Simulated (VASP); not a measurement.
Write the native input for VASP 6.6.1 that does the following.

| Property | Result |
| --- | --- |
| Task | single point |
| Functional | PBE |
| Potentials or basis | VASP PAW PBE potentials, release 64 (Mg) |
| Cutoff | 520 eV |
| k mesh | 14 × 14 × 14 |
| Occupations | gaussian, width 0.05 eV |
| Spin | no spin polarisation |
| Dipole correction | no |
| Further INCAR settings | ALGO = Normal; EDIFF = 1e-07; NBANDS = 7 |

The structure of Mg lies in POSCAR:

```
Mg
1.0
   -1.7365754750      1.7365754750      1.7365754750
    1.7365754750     -1.7365754750      1.7365754750
    1.7365754750      1.7365754750     -1.7365754750
Mg
1
Direct
    0.0000000000      0.0000000000      0.0000000000
```

One way to write it, as run:

INCAR

```
  PREC = Accurate
  ENCUT = 520
  EDIFF = 1E-7
  ISMEAR = 0
  SIGMA = 0.05
  LREAL = False
  LASPH = True
  NELM = 100
  ALGO = Normal
  ISIF = 2
  LWAVE = False
  LCHARG = True
  GGA = PE
  LELF = True
  LVHAR = True
  NBANDS = 7
```

KPOINTS

```
regular mesh
0
Gamma
  14 14 14
```

Potentials or basis: VASP PAW PBE potentials, release 64 (Mg).

Launch:

```bash
$ cat potpaw_PBE.64/Mg/POTCAR > POTCAR
$ mpirun -np 1 vasp_std > vasp.out
```

It gave:

```json
{
  "Pressure": "3.7 GPa",
  "Band gap on the k mesh": "zero (band 1 reaches 7.17 eV, above the bottom of band 2 at 2.25 eV)"
}
```

Run time: 12 s on 1 thread of AMD EPYC 7R13 Processor (Zen 3) (shared host), peak memory 0.11 GiB.
